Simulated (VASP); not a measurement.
# KNd2Sb3 (P-3m1) in VASP: single point with PBE

Aim: the single point of KNd2Sb3 with PBE.

Program: VASP 6.6.1. These are calculated values, not measurements. Logs are shortened: lines on timing, memory, paths and dates and some standing lists are left out, and cuts for length are marked.

**1. The cell of the first run**

It takes space group P-3m1 (No. 164, trigonal). The conventional cell has a = 4.436 Å, b = 4.436 Å, c = 12.669 Å, α = 90.00°, β = 90.00°, γ = 120.00°. K (site symmetry -3m) has 6 Sb at 3.60 Å and 6 K at 4.44 Å within 4.7 Å. Within 4.2 Å of Nd (site symmetry 3m) lie 6 Sb at 3.17 to 3.21 Å. Sb (site symmetry 3m) has 3 Nd at 3.17 Å and 3 K at 3.60 Å within 4.2 Å. Sb (site symmetry -3m) has 6 Nd at 3.21 Å within 4.2 Å.

The cell was generated, and may not be a known phase.

**2. Single point, PBE**

INCAR

```
ALGO = Normal
EDIFF = 1E-6
ENCUT = 500
GGA = PE
GGA_COMPAT = F
ISIF = 2
ISMEAR = 0
LASPH = T
LCHARG = F
LMAXMIX = 6
LREAL = F
LWAVE = F
NBANDS = 32
NELM = 200
PREC = Accurate
SIGMA = 0.1
```

KPOINTS

```
k-points
0
Gamma
  12 12 4
```

POSCAR

```
KNd2Sb3
1.0
    4.4355565069      0.0000000000      0.0000000000
   -2.2177782534      3.8413046149      0.0000000000
    0.0000000000      0.0000000000     12.6691867583
K Nd Sb
1 2 3
Direct
    0.0000000000      0.0000000000      0.0000000000
    0.3333333333      0.6666666667      0.6526024299
    0.6666666667      0.3333333333      0.3473975701
    0.3333333333      0.6666666667      0.1994414499
    0.0000000000      0.0000000000      0.5000000000
    0.6666666667      0.3333333333      0.8005585501
```

Potentials or basis: VASP PAW PBE potentials, release 64 (K_sv, Nd_3, Sb), 4f in core.

Run with:

```sh
cat potpaw_PBE.64/K_sv/POTCAR potpaw_PBE.64/Nd_3/POTCAR potpaw_PBE.64/Sb/POTCAR > POTCAR
mpirun -np 1 vasp_std > vasp.out
```

OUTCAR:

```text
EDIFF = 1E-6
   ENCUT = 500
   GGA = PE
   ISIF = 2
   ISMEAR = 0
   LASPH = T
   LREAL = F
   NELM = 200
   PREC = Accurate

 ion  position               nearest neighbor table
   1  0.000  0.000  0.000-   4 3.60   6 3.60   4 3.60   6 3.60   6 3.60   4 3.60
   2  0.333  0.667  0.653-   6 3.17   6 3.17   6 3.17   5 3.21   5 3.21   5 3.21
   3  0.667  0.333  0.347-   4 3.17   4 3.17   4 3.17   5 3.21   5 3.21   5 3.21
   4  0.333  0.667  0.199-   3 3.17   3 3.17   3 3.17   1 3.60   1 3.60   1 3.60
   5  0.000  0.000  0.500-   2 3.21   3 3.21   2 3.21   3 3.21   3 3.21   2 3.21
   6  0.667  0.333  0.801-   2 3.17   2 3.17   2 3.17   1 3.60   1 3.60   1 3.60

  LATTYP: Found a hexagonal cell.
 ALAT       =     4.4355565069
 C/A-ratio  =     2.8562789672

  Lattice vectors:

 A1 = (   4.4355565069,   0.0000000000,   0.0000000000)
 A2 = (  -2.2177782534,   3.8413046149,   0.0000000000)
 A3 = (   0.0000000000,   0.0000000000,  12.6691867583)

Analysis of symmetry for initial positions (statically):
=====================================================================
 Subroutine PRICEL returns:
 Original cell was already a primitive cell.

 Routine SETGRP: Setting up the symmetry group for a
 hexagonal supercell.

 Subroutine GETGRP returns: Found 12 space group operations
 (whereof 12 operations were pure point group operations)
 out of a pool of 24 trial point group operations.

The static configuration has the point symmetry D_3d.

Analysis of symmetry for dynamics (positions and initial velocities):
=====================================================================
 Subroutine PRICEL returns:
 Original cell was already a primitive cell.

 Routine SETGRP: Setting up the symmetry group for a
 hexagonal supercell.

 Subroutine GETGRP returns: Found 12 space group operations
 (whereof 12 operations were pure point group operations)
 out of a pool of 24 trial point group operations.

The dynamic configuration has the point symmetry D_3d.

 Subroutine INISYM returns: Found 12 space group operations
 (whereof 12 operations are pure point group operations),
 and found     1 'primitive' translations

----------------------------------------------------------------------------------------

                                     Primitive cell

  volume of cell :     215.8617

  direct lattice vectors                    reciprocal lattice vectors
     4.435556507  0.000000000  0.000000000     0.225450853  0.130164111  0.000000000
    -2.217778253  3.841304615  0.000000000     0.000000000  0.260328222  0.000000000
     0.000000000  0.000000000 12.669186758     0.000000000  0.000000000  0.078931665

  length of vectors
     4.435556507  4.435556507 12.669186758     0.260328222  0.260328222  0.078931665

  position of ions in fractional coordinates (direct lattice)
     0.000000000  0.000000000  0.000000000
     0.333333333  0.666666667  0.652602430
     0.666666667  0.333333333  0.347397570
     0.333333333  0.666666667  0.199441450
     0.000000000  0.000000000  0.500000000
     0.666666667  0.333333333  0.800558550

  ion indices of the primitive-cell ions
   primitive index   ion index
                 1           1
                 2           2
                 3           3
                 4           4
                 5           5
                 6           6

----------------------------------------------------------------------------------------

 KPOINTS: k-points

Automatic generation of k-mesh.
 Grid dimensions read from file:
 generate k-points for:   12   12    4

 Generating k-lattice:

  Cartesian coordinates                     Fractional coordinates (reciprocal lattice)
     0.018787571  0.010847009  0.000000000     0.083333333  0.000000000  0.000000000
     0.000000000  0.021694018  0.000000000     0.000000000  0.083333333  0.000000000
     0.000000000  0.000000000  0.019732916     0.000000000  0.000000000  0.250000000

  Length of vectors
     0.021694018  0.021694018  0.019732916

  Shift w.r.t. Gamma in fractional coordinates (k-lattice)
     0.000000000  0.000000000  0.000000000

 Subroutine IBZKPT returns following result:
 ===========================================

 Found     69 irreducible k-points:

 Following reciprocal coordinates:
            Coordinates               Weight
  0.000000  0.000000  0.000000      1.000000
  0.083333 -0.000000  0.000000      6.000000
  0.166667 -0.000000  0.000000      6.000000
  0.250000 -0.000000  0.000000      6.000000
  0.333333 -0.000000  0.000000      6.000000
  0.416667 -0.000000  0.000000      6.000000
[... 16 lines left out ...]
  0.166667 -0.000000  0.250000      6.000000
  0.000000  0.166667  0.250000      6.000000
 [... further k-points ...]
   k-points           NKPTS =     69   k-points in BZ     NKDIM =     69   number of bands    NBANDS=     32
   number of dos      NEDOS =    301   number of ions     NIONS =      6
   total plane-waves  NPLWV =  98304
   dimension x,y,z NGX =    32 NGY =   32 NGZ =   96
   dimension x,y,z NGXF=    64 NGYF=   64 NGZF=  192
   ions per type =               1   2   3
   NGX,Y,Z   is equivalent  to a cutoff of  11.99, 11.99, 12.60 a.u.
   NGXF,Y,Z  is equivalent  to a cutoff of  23.99, 23.99, 25.19 a.u.
 SYSTEM =  unknown system
   PREC   = accura    normal or accurate (medium, high low for compatibility)
   ISTART =      0    job   : 0-new  1-cont  2-samecut
   ICHARG =      2    charge: 1-file 2-atom 10-const
   ISPIN  =      1    spin polarized calculation?
   LNONCOLLINEAR =      F non collinear calculations
   LSORBIT =      F    spin-orbit coupling
   LASPH  =      T    aspherical Exc in radial PAW
   ENCUT  =  500.0 eV  36.75 Ry    6.06 a.u.   8.09  8.09 23.10*2*pi/ulx,y,z
   NELM   =    200;   NELMIN=  2; NELMDL= -5     # of ELM steps
   EDIFF  = 0.1E-05   stopping-criterion for ELM
   LREAL  =      F    real-space projection
   EDIFFG = 0.1E-04   stopping-criterion for IOM
   NSW    =      0    number of steps for IOM
   IBRION =     -1    ionic relax: 0-MD 1-quasi-New 2-CG
   NFREE  =      0    steps in history (QN), initial steepest desc. (CG)
   ISIF   =      2    stress and relaxation
   ISYM   =      2    0-nonsym 1-usesym 2-fastsym
   POTIM  = 0.5000    time-step for ionic-motion
   TEBEG  =    0.0;   TEEND  =   0.0 temperature during run
   PSTRESS=    0.0 pullay stress
   NELECT =      46.0000    total number of electrons
   NUPDOWN=      -1.0000    fix difference up-down
   EMIN   =  10.00;   EMAX   =-10.00  energy-range for DOS
   EFERMI =   0.00;   METHOD = LEGACY
   ISMEAR =     0;   SIGMA  =   0.10  broadening in eV -4-tet -1-fermi 0-gaus
   EFERMI_NEDOS =   21; number of points for ismear=-14 and -15
   IALGO  =     38    algorithm
   IMIX   =      4    mixing-type and parameters
     AMIX     =   0.40;   BMIX     =  1.00
     AMIX_MAG =   1.60;   BMIX_MAG =  1.00
  volume/ion in A,a.u.               =      35.98       242.78
  Fermi-wavevector in a.u.,A,eV,Ry     =   0.977842  1.847854 13.009564  0.956176
  Thomas-Fermi vector in A             =   2.108572
   LORBIT       =      0    0 simple, 1 ext, 2 COOP (PROOUT), +10 PAW based schemes
   GGA     = PE    functional components
   LHFCALC =     F    Hartree Fock is set to
   AEXX    =    0.0000 exact exchange contribution
   IVDW    =     0    specifies the selected vdW correction
   LEPSILON=     F    determine dielectric tensor
   LRPA    =     F    only Hartree local field effects (RPA)
 non-spin polarized calculation
 Gauss-broadening in eV      SIGMA  =   0.10
  energy-cutoff  :      500.00
  volume of cell :      215.86
 maximum number of plane-waves:      5505
   NGX = 17   NGY = 17   NGZ = 47

 number of electron      46.0000000 magnetization

 Free energy of the ion-electron system (eV)
  ---------------------------------------------------
  ext. energy  EPLUGINS =         0.00000000
  ---------------------------------------------------
  free energy    TOTEN  =       -27.17778060 eV

  energy without entropy =      -27.14524803  energy(sigma->0) =      -27.16151432

 E-fermi :   3.0916     XC(G=0):  -8.7431

 val. band max:        3.0865033837   @ k =   0.2500   0.0833   0.2500
 cond. band min:       3.0923389447   @ k =   0.0000   0.1667   0.2500
 fundamental gap:      0.0058355610
 Fermi energy:         3.0915934792

 k-point     1 :       0.0000    0.0000    0.0000
  band No.  band energies     occupation
      1     -34.5189      2.00000
      2     -34.5157      2.00000
      3     -26.9709      2.00000
      4     -15.7530      2.00000
      5     -15.6640      2.00000
      6     -15.5895      2.00000
[... 24 lines left out ...]
     31       6.4983      0.00000
     32       6.6512      0.00000

 k-point     2 :       0.0833   -0.0000    0.0000
  band No.  band energies     occupation
      1     -34.5183      2.00000
      2     -34.5152      2.00000
      3     -26.9705      2.00000
      4     -15.7487      2.00000
      5     -15.6630      2.00000
      6     -15.6024      2.00000
[... 24 lines left out ...]
     31       6.6427      0.00000
     32       6.7354      0.00000

 k-point     3 :       0.1667   -0.0000    0.0000
  band No.  band energies     occupation
      1     -34.5168      2.00000
      2     -34.5139      2.00000
      3     -26.9694      2.00000
      4     -15.7370      2.00000
      5     -15.6636      2.00000
      6     -15.6330      2.00000
[... 24 lines left out ...]
     31       6.7043      0.00000
     32       6.8729      0.00000

 k-point     4 :       0.2500   -0.0000    0.0000
  band No.  band energies     occupation
      1     -34.5146      2.00000
      2     -34.5121      2.00000
      3     -26.9678      2.00000
      4     -15.7233      2.00000
      5     -15.6884      2.00000
      6     -15.6683      2.00000
[... 654 lines left out ...]
     31       6.4148      0.00000
     32       6.7386      0.00000

 k-point    23 :       0.1667   -0.0000    0.2500
  band No.  band energies     occupation
      1     -34.5168      2.00000
      2     -34.5139      2.00000
      3     -26.9694      2.00000
      4     -15.7370      2.00000
      5     -15.6636      2.00000
      6     -15.6330      2.00000
[... 24 lines left out ...]
     31       6.8356      0.00000
     32       6.9535      0.00000

 k-point    24 :       0.0000    0.1667    0.2500
  band No.  band energies     occupation
      1     -34.5168      2.00000
      2     -34.5139      2.00000
      3     -26.9694      2.00000
      4     -15.7370      2.00000
      5     -15.6636      2.00000
      6     -15.6330      2.00000
[... 24 lines left out ...]
     31       6.2722      0.00000
     32       6.7938      0.00000

 [... further k-points ...]

------------------------ aborting loop because EDIFF is reached ----------------------------------------

  FORCE on cell =-STRESS in cart. coord.  units (eV):
  Direction    XX          YY          ZZ          XY          YZ          ZX
  --------------------------------------------------------------------------------------
  -------------------------------------------------------------------------------------
  Total        0.2547882      0.2547882      0.2913350      0.0000000     -0.0000000     -0.0000000
  in kB        1.8910993      1.8910993      2.1623584      0.0000000     -0.0000000     -0.0000000
  external PRESSURE =       1.9815190 kB  Pullay stress =       0.0000000 kB

 VOLUME and BASIS-vectors are now :
 -----------------------------------------------------------------------------
  energy-cutoff  :      500.00
  volume of cell :      215.86
      direct lattice vectors                 reciprocal lattice vectors
     4.435556507  0.000000000  0.000000000     0.225450853  0.130164111  0.000000000
    -2.217778253  3.841304615  0.000000000     0.000000000  0.260328222  0.000000000
     0.000000000  0.000000000 12.669186758     0.000000000  0.000000000  0.078931665

 POSITION                                       TOTAL-FORCE (eV/Angst)
 -----------------------------------------------------------------------------------
      0.00000      0.00000      0.00000         0.000000      0.000000     -0.000000
     -0.00000      2.56087      8.26794        -0.000000      0.000000      0.001594
      2.21778      1.28043      4.40124         0.000000     -0.000000     -0.001594
     -0.00000      2.56087      2.52676         0.000000      0.000000     -0.029739
      0.00000      0.00000      6.33459         0.000000      0.000000     -0.000000
      2.21778      1.28043     10.14243        -0.000000     -0.000000      0.029739
 -----------------------------------------------------------------------------------
    total drift:                               -0.000000     -0.000000      0.000000

  FREE ENERGIE OF THE ION-ELECTRON SYSTEM (eV)
  ---------------------------------------------------
  free  energy   TOTEN  =       -27.1777806041 eV

  energy  without entropy=      -27.1452480344  energy(sigma->0) =      -27.16151432
```

Wall time 4.2 min (1 thread of Intel Xeon 6975P-C (Granite Rapids), shared host); peak memory 0.59 GiB.

Results:

```
Free energy            : -27.1778 eV
Pressure               : 0.2 GPa
Largest force          : 0.030 eV/Å
Band gap on the k mesh : zero (bands 23 and 24 overlap by 1.97 eV)
```

Forces in eV/Å, atoms in the order of the input:
```
K    0.000  0.000  0.000
Nd   0.000  0.000  0.002
Nd   0.000  0.000 -0.002
Sb   0.000  0.000 -0.030
Sb   0.000  0.000  0.000
Sb   0.000  0.000  0.030
```

Levels at points of the mesh, in eV from the Fermi level:
| k point | band 19 | band 20 | band 21 | band 22 | band 23 | band 24 | band 25 | band 26 | band 27 | band 28 |
| --- | --- | --- | --- | --- | --- | --- | --- | --- | --- | --- |
| (0.00, 0.00, 0.00) | -1.00 | 0.01 | 0.01 | 0.48 | 1.28 | 1.28 | 1.50 | 1.92 | 1.92 | 2.68 |
| (0.50, 0.00, 0.00) | -1.34 | -1.16 | -0.92 | -0.18 | -0.18 | 0.35 | 0.69 | 2.06 | 3.65 | 3.66 |
| (0.00, 0.00, 0.50) | -1.01 | -0.35 | 0.06 | 0.06 | 1.19 | 1.19 | 1.93 | 1.93 | 1.99 | 2.59 |
| (0.50, 0.00, 0.50) | -1.32 | -1.16 | -0.94 | -0.38 | -0.14 | 0.30 | 0.88 | 1.88 | 3.65 | 3.76 |

Caveat: spin-orbit coupling is left out, which moves the levels of the heavy elements; the 4f electrons are frozen in the core, so they carry no moment and show no levels. Spin polarisation is off, so any magnetic state and its effect on volume and gap are missing.
